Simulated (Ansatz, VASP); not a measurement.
## Ga: VASP beside Ansatz

The input INCAR:

```
PREC = Accurate
ENCUT = 520
EDIFF = 1E-6
ISMEAR = -1
SIGMA = 0.05
LREAL = F
LASPH = T
NELM = 60
ALGO = Normal
ISIF = 2
LWAVE = F
LCHARG = F
NBANDS = 12
```

KPOINTS

```
Automatic mesh
0
Gamma
  14 14 16
```

File POSCAR:

```
Ga
1.0
   -1.4584950000      1.3916250000      2.2290000000
    1.3916250000     -1.4584950000      2.2290000000
    1.4163750000      1.4163750000     -2.2711200000
Ga
1
Direct
    0.0000000000      0.0000000000      0.0000000000
```

Input for Ansatz:

```yaml
crystal:
  lattice:
    - [-1.458495, 1.391625, 2.229]
    - [1.391625, -1.458495, 2.229]
    - [1.416375, 1.416375, -2.27112]
  atoms:
    - { symbol: Ga, position: [0.0, 0.0, 0.0] }
kpoints:
  mp_grid: { grid: [14, 14, 16] }
  band_path:
    path:
      - [0.0, 0.0, 0.0]
      - [0.5, 0.5, -0.5]
      - [0.1888286603, 0.8111713397, -0.5]
      - [-0.1888286603, 0.1888286603, 0.5]
      - [0.0, 0.0, 0.5]
      - [0.0, 0.0, 0.0]
      - [-0.5, 0.5, 0.0]
      - [0.0, 0.5, 0.0]
      - [0.0, 0.0, 0.0]
    npoints: 5
scf:
  occupations: { method: fermi_dirac, width: 0.05 }
hamiltonian:
  xc: lda
  pseudopotentials: { kind: all_electron, lapw: { basis_error: 0.00025 } }
output:
  forces: true
  stress: true
  eigenvalues: true
```

Change from the starting cell: equal xy, yz and zx shear strains of -3 %.

Alike in both runs: task single point; functional LDA; k mesh 14 × 14 × 16; occupations fermi-dirac, width 0.05 eV; no spin polarisation.

```csv
,VASP,Ansatz
version,VASP 6.6.1,Ansatz 0.2.0
potentials or method,"VASP PAW LDA potentials, release 64 (Ga_d), cutoff 520 eV","all-electron LAPW, scalar-relativistic"
```

|  | VASP | Ansatz | Ansatz less VASP |
| --- | --- | --- | --- |
| pressure (GPa) | -1.6 | -1.5 | +0.06 |
| traceless stress, the component that is largest in VASP (GPa) | -0.34 | -0.31 | +0.031 |

LDA's correlation is that of Perdew and Zunger in VASP and of Perdew and Wang (1992) in Ansatz. Ansatz ran all-electron here, and VASP with PAW potentials.
